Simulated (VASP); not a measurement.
# Sb (R-3m) in VASP: further runs, part 2 of 2

VASP 6.6.1. The steps go on from the part before.

**3. Single point, PBE (equal xx and yy strain of +3 %)**

Input file INCAR:

```
SYSTEM = Sb
PREC = Accurate
ENCUT = 520
EDIFF = 1E-6
ISMEAR = -1
SIGMA = 0.05
LREAL = .False.
LASPH = .True.
NELM = 100
ALGO = Normal
ISIF = 2
LWAVE = .False.
LCHARG = .False.
GGA = PE
NBANDS = 12
```

Input file KPOINTS:

```
regular mesh
0
Gamma
  9 9 9
  0 0 0
```

Input file POSCAR:

```
Sb
1.0
    2.2151183420      1.2788991710      3.7440000000
   -2.2151183420      1.2788991710      3.7440000000
    0.0000000000     -2.5577983419      3.7440000000
Sb
2
Direct
    0.2336400000      0.2336400000      0.2336400000
    0.7663600000      0.7663600000      0.7663600000
```

Potentials or basis: VASP PAW PBE potentials, release 64 (Sb).

Command:

```
$ cat potpaw_PBE.64/Sb/POTCAR > POTCAR
$ mpirun -np 1 vasp_std > vasp.out
```

OUTCAR:

```text
SYSTEM = Sb
   PREC = Accurate
   ENCUT = 520
   EDIFF = 1E-6
   ISMEAR = -1
   LREAL = .False.
   LASPH = .True.
   NELM = 100
   ISIF = 2
   GGA = PE

 ion  position               nearest neighbor table
   1  0.234  0.234  0.234-   2 2.97   2 2.97   2 2.97   2 3.40   2 3.40   2 3.40
   2  0.766  0.766  0.766-   1 2.97   1 2.97   1 2.97   1 3.40   1 3.40   1 3.40

  LATTYP: Found a trigonal (rhomboedric) cell.
 ALAT       =     4.5342991034
 COS(alpha) =     0.5226867037

  Lattice vectors:

 A1 = (   2.2151183420,   1.2788991710,   3.7440000000)
 A2 = (  -2.2151183420,   1.2788991710,   3.7440000000)
 A3 = (   0.0000000000,  -2.5577983419,   3.7440000000)

Analysis of symmetry for initial positions (statically):
=====================================================================
 Subroutine PRICEL returns:
 Original cell was already a primitive cell.

 Routine SETGRP: Setting up the symmetry group for a
 trigonal (rhombohedral) supercell.

 Subroutine GETGRP returns: Found 12 space group operations
 (whereof 12 operations were pure point group operations)
 out of a pool of 12 trial point group operations.

[... 174 lines left out ...]
      4       4.8325      2.00000
      5       4.9151      2.00000
      6       8.6921      0.00000
      7       9.2739      0.00000
      8       9.2739      0.00000
      9      11.6419      0.00000
     10      11.6419      0.00000
     11      11.9496      0.00000
     12      13.3361      0.00000
[... 331 lines left out ...]
 k-point    24 :       0.4444    0.4444    0.0000
  band No.  band energies     occupation
      1      -3.6169      2.00000
      2      -1.1935      2.00000
      3       1.6556      2.00000
      4       3.1349      2.00000
      5       3.2643      2.00000
      6       8.3492      0.00000
      7      11.2837      0.00000
      8      11.7918      0.00000
      9      12.7473      0.00000
     10      15.0799      0.00000
     11      16.0731      0.00000
     12      17.3920      0.00000

 [... further k-points ...]

------------------------ aborting loop because EDIFF is reached ----------------------------------------

  FORCE on cell =-STRESS in cart. coord.  units (eV):
  Direction    XX          YY          ZZ          XY          YZ          ZX
  --------------------------------------------------------------------------------------
  -------------------------------------------------------------------------------------
  Total       -0.3251812     -0.3251812      0.1773890      0.0000000      0.0000000      0.0000000
  in kB       -8.1868273     -8.1868273      4.4659825      0.0000000      0.0000000      0.0000000
  external PRESSURE =      -3.9692240 kB  Pullay stress =       0.0000000 kB

 VOLUME and BASIS-vectors are now :
 -----------------------------------------------------------------------------
  energy-cutoff  :      520.00
  volume of cell :       63.64
      direct lattice vectors                 reciprocal lattice vectors
     2.215118342  1.278899171  3.744000000     0.225721575  0.130320412  0.089031339
    -2.215118342  1.278899171  3.744000000    -0.225721575  0.130320412  0.089031339
     0.000000000 -2.557798342  3.744000000     0.000000000 -0.260640824  0.089031339

 POSITION                                       TOTAL-FORCE (eV/Angst)
 -----------------------------------------------------------------------------------
      0.00000      0.00000      2.62424         0.000000     -0.000000     -0.005885
      0.00000      0.00000      8.60776         0.000000      0.000000      0.005885
 -----------------------------------------------------------------------------------
    total drift:                                0.000000     -0.000000      0.000000

  FREE ENERGIE OF THE ION-ELECTRON SYSTEM (eV)
  ---------------------------------------------------
  free  energy   TOTEN  =        -8.2762143647 eV

  energy  without entropy=       -8.2751740024  energy(sigma->0) =       -8.27569418
```

OSZICAR:

```text
N       E                     dE             d eps       ncg     rms          rms(c)
DAV:   1     0.344131101940E+02    0.34413E+02   -0.35111E+03  2040   0.649E+02
DAV:   2    -0.626082097689E+01   -0.40674E+02   -0.39247E+02  2672   0.106E+02
DAV:   3    -0.825611852472E+01   -0.19953E+01   -0.19689E+01  2472   0.259E+01
DAV:   4    -0.827491444126E+01   -0.18796E-01   -0.18794E-01  2384   0.301E+00
DAV:   5    -0.827515684015E+01   -0.24240E-03   -0.24240E-03  2484   0.376E-01    0.275E+00
DAV:   6    -0.827569586709E+01   -0.53903E-03   -0.23800E-03  2448   0.327E-01    0.165E+00
DAV:   7    -0.827607032158E+01   -0.37445E-03   -0.56296E-03  2380   0.495E-01    0.887E-02
DAV:   8    -0.827618575257E+01   -0.11543E-03   -0.19788E-04  2504   0.836E-02    0.258E-02
DAV:   9    -0.827621385100E+01   -0.28098E-04   -0.41950E-05  2372   0.392E-02    0.440E-03
DAV:  10    -0.827621436468E+01   -0.51368E-06   -0.47948E-06  2496   0.115E-02
   1 F= -.82762144E+01 E0= -.82756942E+01  d E =-.104036E-02
```

stdout:

```text
POSCAR found type information on POSCAR Sb
 POSCAR found :  1 types and       2 ions
 scaLAPACK will be used
 LDA part: xc-table for (Slater+PW92), standard interpolation
 POSCAR, INCAR and KPOINTS ok, starting setup
 FFT: planning ... GRIDC
 FFT: planning ... GRID_SOFT
 FFT: planning ... GRID
 WAVECAR not read
 entering main loop
```

Run time: 36 s. Hardware: 1 thread of AMD EPYC 9R14 (Zen 4), shared host; peak memory 0.2 GiB.

Results:

- Free energy: -8.2762 eV
- Pressure: -0.4 GPa
- Largest force: 0.006 eV/Å
- Band gap on the k mesh: 0.18 eV, indirect (least direct gap 0.47 eV)

Forces in eV/Å, atoms in the order of the input:
```
Sb   0.000  0.000 -0.006
Sb   0.000  0.000  0.006
```

Caveat: the cell differs from its parent crystal (equal xx and yy strain of +3 %); spin-orbit coupling is left out, which moves the levels of the heavy elements. A k mesh can miss the band edges.
